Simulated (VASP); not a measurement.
Al: single point with PBEsol

Crystal: Al.

```
CELL_PARAMETERS angstrom
0.00000 2.02500 2.02500
2.02500 0.00000 2.02500
2.02500 2.02500 0.00000
ATOMIC_POSITIONS crystal
Al 0.00000 0.00000 0.00000
```

```json
{
 "Program": "VASP 6.6.1",
 "Task": "single point",
 "Functional": "PBEsol",
 "Potentials or basis": "VASP PAW PBE potentials, release 64 (Al)",
 "Cutoff": "500 eV",
 "k mesh": "18 × 18 × 18",
 "Occupations": "gaussian, width 0.05 eV",
 "Spin": "no spin polarisation"
}
```

| Quantity | Value |
| --- | --- |
| Pressure | -1.9 GPa |

Levels at points of the mesh, in eV from the Fermi level:
| k point | band 1 | band 2 | band 3 | band 4 | band 5 |
| --- | --- | --- | --- | --- | --- |
| (0.00, 0.00, 0.00) | -11.07 | 12.57 | 12.57 | 12.57 | 14.02 |
| (0.50, 0.00, 0.00) | -4.56 | -4.35 | 11.34 | 11.34 | 11.42 |
| (0.50, 0.50, 0.00) | -2.89 | -1.59 | 5.26 | 5.57 | 5.57 |

Wall time 39 s on 1 thread of AMD EPYC 7R13, with other jobs on the host, peak memory 0.11 GiB.

Caveat: the PAW data sets were made with another functional, which shifts forces and pressure a little.
